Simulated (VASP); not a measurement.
# CsBr (Pm-3m) in VASP: a series of runs, part 2 of 2

VASP 6.6.1.

## Step 4: Single point, PBE0

POSCAR

```
CsBr
1.0
    4.3195965033      0.0000000000      0.0000000000
    0.0000000000      4.3195965033      0.0000000000
    0.0000000000      0.0000000000      4.3195965033
Cs Br
1 1
Direct
    0.0000000000      0.0000000000      0.0000000000
    0.5000000000      0.5000000000      0.5000000000
```

INCAR.step1

```
SYSTEM = CsBr
  ALGO = Normal
  EDIFF = 1E-5
  ENCUT = 400
  GGA = PE
  GGA_COMPAT = .FALSE.
  ISIF = 2
  ISMEAR = 0
  LASPH = .TRUE.
  LCHARG = .FALSE.
  LREAL = .FALSE.
  LWAVE = .TRUE.
  NBANDS = 15
  NELM = 120
  PREC = Accurate
  SIGMA = 0.01
```

INCAR.step2

```
SYSTEM = CsBr
  AEXX = 0.25
  ALGO = Normal
  EDIFF = 1E-6
  ENCUT = 400
  GGA = PE
  GGA_COMPAT = .FALSE.
  ISIF = 2
  ISMEAR = 0
  ISTART = 1
  LASPH = .TRUE.
  LCHARG = .FALSE.
  LHFCALC = .TRUE.
  LREAL = .FALSE.
  LWAVE = .FALSE.
  NBANDS = 15
  NELM = 120
  PREC = Accurate
  PRECFOCK = Normal
  SIGMA = 0.01
```

KPOINTS

```
k-points
0
G
  4 4 4
  0 0 0
```

Potentials or basis: VASP PAW PBE potentials, release 64 (Cs_sv, Br).

Run with:

```bash
$ cat potpaw_PBE.64/Cs_sv/POTCAR potpaw_PBE.64/Br/POTCAR > POTCAR
$ cp INCAR.step1 INCAR
$ mpirun -np 1 vasp_std > vasp.out
$ cp INCAR.step2 INCAR
$ mpirun -np 1 vasp_std > vasp.out
```

OUTCAR:

```text
SYSTEM = CsBr
   AEXX = 0.25
   EDIFF = 1E-6
   ENCUT = 400
   GGA = PE
   ISIF = 2
   ISMEAR = 0
   ISTART = 1
   LASPH = .TRUE.
   LHFCALC = .TRUE.
   LREAL = .FALSE.
   NELM = 120
   PREC = Accurate
   PRECFOCK = Normal

 ion  position               nearest neighbor table
   1  0.000  0.000  0.000-
   2  0.500  0.500  0.500-

  LATTYP: Found a simple cubic cell.
 ALAT       =     4.3195965033

  Lattice vectors:

 A1 = (   4.3195965033,   0.0000000000,   0.0000000000)
 A2 = (   0.0000000000,   4.3195965033,   0.0000000000)
 A3 = (   0.0000000000,   0.0000000000,   4.3195965033)

Analysis of symmetry for initial positions (statically):
=====================================================================
 Subroutine PRICEL returns:
 Original cell was already a primitive cell.

 Routine SETGRP: Setting up the symmetry group for a
 simple cubic supercell.

 Subroutine GETGRP returns: Found 48 space group operations
 (whereof 48 operations were pure point group operations)
 out of a pool of 48 trial point group operations.

The static configuration has the point symmetry O_h .

Analysis of symmetry for dynamics (positions and initial velocities):
[... 167 lines left out ...]
      7      -1.6555      2.00000
      8      -1.6555      2.00000
      9       4.6643      0.00000
     10       5.1736      0.00000
     11       5.1736      0.00000
     12       9.5834      0.00000
     13       9.5834      0.00000
     14       9.5834      0.00000
[... 149 lines left out ...]
      2     -14.8703      2.00000
      3      -8.7772      2.00000
      4      -8.7772      2.00000
      5      -8.7772      2.00000
      6      -2.8629      2.00000
      7      -2.8629      2.00000
      8      -2.8629      2.00000
      9       8.6918      0.00000
     10       8.6918      0.00000
     11       8.6918      0.00000
     12       9.4070      0.00000
     13       9.4070      0.00000
     14       9.4070      0.00000
     15      11.9257      0.00000

------------------------ aborting loop because EDIFF is reached ----------------------------------------

  FORCE on cell =-STRESS in cart. coord.  units (eV):
  Direction    XX          YY          ZZ          XY          YZ          ZX
  --------------------------------------------------------------------------------------
  -------------------------------------------------------------------------------------
  Total        0.1247558      0.1247558      0.1247558     -0.0000000     -0.0000000      0.0000000
  in kB        2.4799427      2.4799427      2.4799427     -0.0000000     -0.0000000      0.0000000
  external PRESSURE =       2.4799427 kB  Pullay stress =       0.0000000 kB

 VOLUME and BASIS-vectors are now :
 -----------------------------------------------------------------------------
  energy-cutoff  :      400.00
  volume of cell :       80.60
      direct lattice vectors                 reciprocal lattice vectors
     4.319596503  0.000000000  0.000000000     0.231503104  0.000000000  0.000000000
     0.000000000  4.319596503  0.000000000     0.000000000  0.231503104  0.000000000
     0.000000000  0.000000000  4.319596503     0.000000000  0.000000000  0.231503104

 POSITION                                       TOTAL-FORCE (eV/Angst)
 -----------------------------------------------------------------------------------
      0.00000      0.00000      0.00000         0.000000      0.000000      0.000000
      2.15980      2.15980      2.15980         0.000000      0.000000      0.000000
 -----------------------------------------------------------------------------------
    total drift:                                0.000000      0.000000      0.000000

  FREE ENERGIE OF THE ION-ELECTRON SYSTEM (eV)
  ---------------------------------------------------
  free  energy   TOTEN  =        -7.5285169720 eV

  energy  without entropy=       -7.5285169720  energy(sigma->0) =       -7.52851697
```

OSZICAR.step1:

```text
N       E                     dE             d eps       ncg     rms          rms(c)
DAV:   1     0.805964696784E+02    0.80596E+02   -0.54271E+03   300   0.732E+02
DAV:   2    -0.212426092682E+00   -0.80809E+02   -0.72940E+02   424   0.138E+02
DAV:   3    -0.623634104633E+01   -0.60239E+01   -0.59983E+01   405   0.431E+01
DAV:   4    -0.628305350691E+01   -0.46712E-01   -0.46705E-01   314   0.460E+00
DAV:   5    -0.628330912329E+01   -0.25562E-03   -0.25561E-03   412   0.352E-01    0.180E+00
DAV:   6    -0.604864990510E+01    0.23466E+00   -0.21827E-01   349   0.244E+00    0.105E+00
DAV:   7    -0.601061997626E+01    0.38030E-01   -0.12271E-01   356   0.179E+00    0.619E-01
DAV:   8    -0.601377186621E+01   -0.31519E-02   -0.14110E-02   335   0.688E-01    0.126E-01
DAV:   9    -0.601355164187E+01    0.22022E-03   -0.13144E-03   377   0.186E-01    0.694E-02
DAV:  10    -0.601366720154E+01   -0.11556E-03   -0.22339E-04   349   0.938E-02    0.167E-02
DAV:  11    -0.601367074957E+01   -0.35480E-05   -0.24347E-05   342   0.283E-02
   1 F= -.60136707E+01 E0= -.60136707E+01  d E =-.269534E-21
```

Run time: 7.8 min. Hardware: 1 thread of Intel Xeon 8259CL, shared host; peak memory 0.18 GiB.

Results:

| Property | Result |
| --- | --- |
| Free energy | -7.5285 eV |
| Pressure | 0.2 GPa |
| Band gap on the k mesh | 6.31 eV (least direct gap 6.32 eV) |

Levels at points of the mesh, in eV from the valence-band top:
| k point | band 5 | band 6 | band 7 | band 8 | band 9 | band 10 | band 11 | band 12 |
| --- | --- | --- | --- | --- | --- | --- | --- | --- |
| (0.00, 0.00, 0.00) | -6.73 | -0.01 | -0.01 | -0.01 | 6.31 | 6.82 | 6.82 | 11.23 |
| (0.50, 0.00, 0.00) | -6.62 | -1.37 | -0.21 | -0.21 | 7.90 | 9.23 | 9.60 | 10.26 |
| (0.50, 0.50, 0.00) | -6.55 | -0.62 | -0.62 | 0.00 | 7.16 | 7.41 | 9.24 | 9.24 |
| (0.50, 0.50, 0.50) | -7.13 | -1.21 | -1.21 | -1.21 | 10.34 | 10.34 | 10.34 | 11.06 |

Caveat: the PAW data sets were made with another functional, which shifts forces and pressure a little; spin-orbit coupling is left out, which moves the levels of the heavy elements.

## Step 5: Summary

```tsv
level	spin	k mesh	cutoff (eV)	grid for exact exchange (PRECFOCK)	share of exact exchange	screening parameter	gap on the mesh (eV)	pressure (GPa)
PBE	non-collinear, zero start, SOC	6 × 6 × 6	500	-	-	-	-	0.7
HSE06	off	4 × 4 × 4	400	Normal	0.25	0.2079 1/Å	5.60	0.4
PBE0	off	4 × 4 × 4	400	Normal	0.25	-	6.31	0.2
```

Alike in all rows: task single point; potentials or basis VASP PAW PBE potentials, release 64 (Cs_sv, Br); cell as given; smearing gaussian 0.01 eV.

The pressure there spans 0.2 GPa (PBE0) to 0.7 GPa (PBE); a positive pressure means that this level wants a larger cell, a negative one a smaller.

Caveats: the PAW data sets were made with another functional, which shifts forces and pressure a little (at least some runs); spin-orbit coupling is left out, which moves the levels of the heavy elements (at least some runs).

Total energies depend on the potentials used, so only differences within one code and one set of settings carry meaning.
